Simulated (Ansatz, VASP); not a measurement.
**Ta2N: VASP beside Ansatz**

```xyz
9
Lattice="5.1610 0.0000 0.0000 -2.5805 4.4695 0.0000 0.0000 0.0000 5.0129" Properties=species:S:1:pos:R:3 pbc="T T T"
Ta    1.7210    2.9809    3.7727
Ta   -0.8595    1.4887    3.7727
Ta    1.7190    0.0000    3.7727
Ta    0.8595    1.4887    1.2402
Ta   -1.7210    2.9809    1.2402
Ta    3.4420    0.0000    1.2402
N     2.5805    1.4898    2.5064
N     0.0000    2.9797    2.5064
N     0.0000    0.0000    0.0000
```

Alike in both runs: task single point; functional LDA; k mesh 9 × 9 × 8; occupations gaussian, width 0.15 eV; no spin polarisation.

|  | VASP | Ansatz |
| --- | --- | --- |
| version | VASP 6.6.1 | Ansatz 0.2.0 |
| potentials or method | VASP PAW LDA potentials, release 64 (Ta_pv, N), cutoff 520 eV | scalar-relativistic, plane waves, PAW |
| valence electrons in the cell | 81 | 93 |

|  | VASP | Ansatz | Ansatz less VASP |
| --- | --- | --- | --- |
| gap on the k mesh at the Fermi level (eV) | none | none | - |
| pressure (GPa) | 1.5 | -0.1 | -1.59 |
| traceless stress, the component that is largest in VASP (GPa) | -6.96 | -6.98 | -0.020 |
| rms of the force components (eV/Å) | 0.047 | 0.041 | -0.0059 |

Ansatz warns that its potentials were made for another functional, while VASP's fit it. LDA's correlation is that of Perdew and Zunger in VASP and of Perdew and Wang (1992) in Ansatz. Atom by atom the forces differ by 0.008 eV/Å (rms over components). A gap of «none» marks a metal or a gap that the smearing closes. VASP's potentials hold 81 valence electrons a cell and Ansatz's 93, so a difference there can come from the potentials and not from the codes.

Spin-orbit coupling is off throughout.
